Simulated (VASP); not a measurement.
# RbBr (Fm-3m) in VASP: settings compared

RbBr is run at these levels: r2SCAN, PBE; tasks: single point.

Everything below comes from runs of VASP 6.6.1. Logs are shortened: lines on timing, memory, paths and dates and some standing lists are left out, and cuts for length are marked.

**1. The cell of the first run**

Symmetry: Fm-3m, No. 225, cubic system. The conventional cell has a = 7.136 Å, b = 7.136 Å, c = 7.136 Å, α = 90.00°, β = 90.00°, γ = 90.00°. Within 4.7 Å of Rb (site symmetry m-3m) lie 6 Br at 3.57 Å. Within 4.7 Å of Br (site symmetry m-3m) lie 6 Rb at 3.57 Å.

**2. Single point, r2SCAN (strained)**

POSCAR reads:

```
RbBr
1.0
    0.0000000000      3.5681646000      3.5681646000
    3.5681646000      0.0000000000      3.5681646000
    3.5681646000      3.5681646000      0.0000000000
Rb Br
1 1
Direct
    0.0000000000      0.0000000000      0.0000000000
    0.5000000000      0.5000000000      0.5000000000
```

INCAR.step1 reads:

```
ALGO     = Normal         # electronic algorithm
EDIFF    = 1E-4           # SCF threshold, eV
ENCUT    = 520            # plane-wave cutoff, eV
GGA      = PE             # functional
ISMEAR   = 0              # smearing method
LASPH    = T              # aspherical terms in the spheres
LCHARG   = F              # write CHGCAR
LREAL    = F              # projectors in reciprocal space
LWAVE    = T              # write WAVECAR
NBANDS   = 15             # bands
NELM     = 80             # most SCF steps
PREC     = Accurate       # precision mode
SIGMA    = 0.02           # smearing width, eV
```

INCAR.step2 reads:

```
ALGO     = Normal         # electronic algorithm
EDIFF    = 1E-6           # SCF threshold, eV
ENCUT    = 520            # plane-wave cutoff, eV
ISIF     = 2              # what is computed and relaxed
ISMEAR   = 0              # smearing method
ISTART   = 1            
LASPH    = T              # aspherical terms in the spheres
LCHARG   = T              # write CHGCAR
LELF     = T              # ELF
LMIXTAU  = T            
LREAL    = F              # projectors in reciprocal space
LVHAR    = T            
LWAVE    = F              # write WAVECAR
METAGGA  = R2SCAN         # meta-GGA
NBANDS   = 15             # bands
NELM     = 80             # most SCF steps
PREC     = Accurate       # precision mode
SIGMA    = 0.02           # smearing width, eV
```

KPOINTS reads:

```
k-points
0
Gamma
  6 6 6
```

Potentials or basis: VASP PAW PBE potentials, release 64 (Rb_sv, Br).

Command:

```
> cat potpaw_PBE.64/Rb_sv/POTCAR potpaw_PBE.64/Br/POTCAR > POTCAR
> cp INCAR.step1 INCAR
> mpirun -np 1 vasp_std > vasp.out
> cp INCAR.step2 INCAR
> mpirun -np 1 vasp_std > vasp.out
```

OUTCAR:

```text
EDIFF = 1E-6
   ENCUT = 520
   ISIF = 2
   ISMEAR = 0
   ISTART = 1
   LASPH = T
   LREAL = F
   METAGGA = R2SCAN
   NELM = 80
   PREC = Accurate

 ion  position               nearest neighbor table
   1  0.000  0.000  0.000-   2 3.57   2 3.57   2 3.57   2 3.57   2 3.57   2 3.57
   2  0.500  0.500  0.500-   1 3.57   1 3.57   1 3.57   1 3.57   1 3.57   1 3.57

  LATTYP: Found a face centered cubic cell.
 ALAT       =     7.1363292000

  Lattice vectors:

 A1 = (   0.0000000000,   3.5681646000,   3.5681646000)
 A2 = (   3.5681646000,   0.0000000000,   3.5681646000)
 A3 = (   3.5681646000,   3.5681646000,   0.0000000000)

Analysis of symmetry for initial positions (statically):
=====================================================================
 Subroutine PRICEL returns:
 Original cell was already a primitive cell.

 Routine SETGRP: Setting up the symmetry group for a
 face centered cubic supercell.

 Subroutine GETGRP returns: Found 48 space group operations
 (whereof 48 operations were pure point group operations)
 out of a pool of 48 trial point group operations.

The static configuration has the point symmetry O_h .

Analysis of symmetry for dynamics (positions and initial velocities):
=====================================================================
 Subroutine PRICEL returns:
 Original cell was already a primitive cell.

 Routine SETGRP: Setting up the symmetry group for a
 face centered cubic supercell.

 Subroutine GETGRP returns: Found 48 space group operations
 (whereof 48 operations were pure point group operations)
 out of a pool of 48 trial point group operations.

The dynamic configuration has the point symmetry O_h .

 Subroutine INISYM returns: Found 48 space group operations
 (whereof 48 operations are pure point group operations),
 and found     1 'primitive' translations

----------------------------------------------------------------------------------------

                                     Primitive cell

  volume of cell :      90.8583

  direct lattice vectors                    reciprocal lattice vectors
     0.000000000  3.568164600  3.568164600    -0.140128065  0.140128065  0.140128065
     3.568164600  0.000000000  3.568164600     0.140128065 -0.140128065  0.140128065
     3.568164600  3.568164600  0.000000000     0.140128065  0.140128065 -0.140128065

  length of vectors
     5.046146770  5.046146770  5.046146770     0.242708928  0.242708928  0.242708928

  position of ions in fractional coordinates (direct lattice)
     0.000000000  0.000000000  0.000000000
     0.500000000  0.500000000  0.500000000

  ion indices of the primitive-cell ions
   primitive index   ion index
                 1           1
                 2           2
[... 77 lines left out ...]
   EFERMI =   0.00;   METHOD = LEGACY
   ISMEAR =     0;   SIGMA  =   0.02  broadening in eV -4-tet -1-fermi 0-gaus
   EFERMI_NEDOS =   21; number of points for ismear=-14 and -15
   IALGO  =     38    algorithm
   IMIX   =      4    mixing-type and parameters
     AMIX     =   0.40;   BMIX     =  1.00
     AMIX_MAG =   1.60;   BMIX_MAG =  1.00
  volume/ion in A,a.u.               =      45.43       306.57
  Fermi-wavevector in a.u.,A,eV,Ry     =   0.917614  1.734039 11.456311  0.842015
  Thomas-Fermi vector in A             =   2.042603
   LORBIT       =      0    0 simple, 1 ext, 2 COOP (PROOUT), +10 PAW based schemes
   METAGGA = R2SCAN    functional components
   LHFCALC =     F    Hartree Fock is set to
   AEXX    =    0.0000 exact exchange contribution
   IVDW    =     0    specifies the selected vdW correction
   LEPSILON=     F    determine dielectric tensor
   LRPA    =     F    only Hartree local field effects (RPA)
 non-spin polarized calculation
 Gauss-broadening in eV      SIGMA  =   0.02
  energy-cutoff  :      520.00
  volume of cell :       90.86
 maximum number of plane-waves:      2457
 NGX is ok and might be reduce to    40
   NGX = 19   NGY = 19   NGZ = 19

 number of electron      16.0000002 magnetization

 Free energy of the ion-electron system (eV)
  ---------------------------------------------------
  ext. energy  EPLUGINS =         0.00000000
  ---------------------------------------------------
  free energy    TOTEN  =       -31.12979660 eV

  energy without entropy =      -31.12979660  energy(sigma->0) =      -31.12979660

 E-fermi :  -2.3800     XC(G=0):  -7.1198

 val. band max:       -2.5687936276   @ k =   0.0000   0.0000   0.0000
 cond. band min:       2.1030342547   @ k =   0.0000   0.0000   0.0000
 fundamental gap:      4.6718278823
 Fermi energy:        -2.3800439307

 k-point     1 :       0.0000    0.0000    0.0000
  band No.  band energies     occupation
      1     -28.0011      2.00000
      2     -15.0727      2.00000
      3     -11.5206      2.00000
      4     -11.5206      2.00000
      5     -11.5206      2.00000
      6      -2.5688      2.00000
      7      -2.5688      2.00000
      8      -2.5688      2.00000
      9       2.1030      0.00000
     10       5.2672      0.00000
     11       5.2672      0.00000
     12       5.2672      0.00000
     13       6.2508      0.00000
     14       6.2508      0.00000
[... 257 lines left out ...]
      2     -15.0445      2.00000
      3     -11.6138      2.00000
      4     -11.5808      2.00000
      5     -11.5246      2.00000
      6      -2.9506      2.00000
      7      -2.8875      2.00000
      8      -2.8077      2.00000
      9       4.2007      0.00000
     10       5.6139      0.00000
     11       5.6168      0.00000
     12       6.7440      0.00000
     13       7.8843      0.00000
     14       8.5946      0.00000
     15       8.8872      0.00000

------------------------ aborting loop because EDIFF is reached ----------------------------------------

  FORCE on cell =-STRESS in cart. coord.  units (eV):
  Direction    XX          YY          ZZ          XY          YZ          ZX
  --------------------------------------------------------------------------------------
  -------------------------------------------------------------------------------------
  Total       -0.5618860     -0.5618860     -0.5618860     -0.0000000      0.0000000     -0.0000000
  in kB       -9.9081864     -9.9081864     -9.9081864     -0.0000000      0.0000000     -0.0000000
  external PRESSURE =      -9.9081864 kB  Pullay stress =       0.0000000 kB

 VOLUME and BASIS-vectors are now :
 -----------------------------------------------------------------------------
  energy-cutoff  :      520.00
  volume of cell :       90.86
      direct lattice vectors                 reciprocal lattice vectors
     0.000000000  3.568164600  3.568164600    -0.140128065  0.140128065  0.140128065
     3.568164600  0.000000000  3.568164600     0.140128065 -0.140128065  0.140128065
     3.568164600  3.568164600  0.000000000     0.140128065  0.140128065 -0.140128065

 POSITION                                       TOTAL-FORCE (eV/Angst)
 -----------------------------------------------------------------------------------
      0.00000      0.00000      0.00000         0.000000     -0.000000      0.000000
      3.56816      3.56816      3.56816         0.000000      0.000000     -0.000000
 -----------------------------------------------------------------------------------
    total drift:                                0.000000     -0.000000      0.000000

  FREE ENERGIE OF THE ION-ELECTRON SYSTEM (eV)
  ---------------------------------------------------
  free  energy   TOTEN  =       -31.1297965984 eV

  energy  without entropy=      -31.1297965984  energy(sigma->0) =      -31.12979660
```

Run time: 63 s. Hardware: 1 thread of Intel Xeon Platinum 8488C (Sapphire Rapids), shared host; peak memory 0.26 GiB.

Results:

| Item | Value |
| --- | --- |
| Free energy | -31.1298 eV |
| Pressure | -1.0 GPa |
| Band gap on the k mesh | 4.67 eV |

Levels at points of the mesh, in eV from the valence-band top:
```tsv
k point	band 4	band 5	band 6	band 7	band 8	band 9	band 10	band 11	band 12	band 13
(0.00, 0.00, 0.00)	-8.95	-8.95	0.00	0.00	0.00	4.67	7.84	7.84	7.84	8.82
(0.50, 0.00, 0.00)	-8.96	-8.93	-0.78	-0.25	-0.25	6.98	7.85	9.85	9.85	10.46
(0.50, 0.50, 0.00)	-9.00	-9.00	-0.44	-0.15	-0.15	6.17	7.49	9.10	9.81	9.86
```

Caveat: the cell differs from its parent crystal (strained); the PAW data sets were made with another functional, which shifts forces and pressure a little.

**3. Single point, PBE**

This run uses another cell than the first one, of 44.40 Å³/atom.

INCAR reads:

```
PREC = Accurate ; ENCUT = 500
EDIFF = 1E-6 ; ISMEAR = 0
SIGMA = 0.02 ; LREAL = F
LASPH = T ; NELM = 120
ALGO = Normal ; ISIF = 2
LWAVE = F ; LCHARG = T
GGA = PE ; LELF = T
LVHAR = T ; NBANDS = 15
GGA_COMPAT = F
```

KPOINTS reads:

```
Automatic mesh
0
Gamma
  9 9 9
```

POSCAR reads:

```
RbBr
1.0
    0.0000000000      3.5408817000      3.5408817000
    3.5408817000      0.0000000000      3.5408817000
    3.5408817000      3.5408817000      0.0000000000
Rb Br
1 1
Direct
    0.0000000000      0.0000000000      0.0000000000
    0.5000000000      0.5000000000      0.5000000000
```

Potentials or basis: VASP PAW PBE potentials, release 64 (Rb_sv, Br).

Command:

```
> cat potpaw_PBE.64/Rb_sv/POTCAR potpaw_PBE.64/Br/POTCAR > POTCAR
> mpirun -np 1 vasp_std > vasp.out
```

It took 21 s on 1 thread of Intel Xeon 6975P-C (Granite Rapids), shared host; peak memory 0.25 GiB.

The run converged. Its results:

```yaml
Free_energy: -6.1136 eV
Pressure: -0.3 GPa
Band_gap_on_the_k_mesh: 4.13 eV
```

Levels at points of the mesh, in eV from the valence-band top:
```
           k point  band 6  band 7  band 8  band 9  band 10  band 11
(0.00, 0.00, 0.00)    0.00    0.00    0.00    4.13     7.24     7.24
```

Caveat: an odd mesh through Γ misses points on the zone boundary, where band edges can lie.
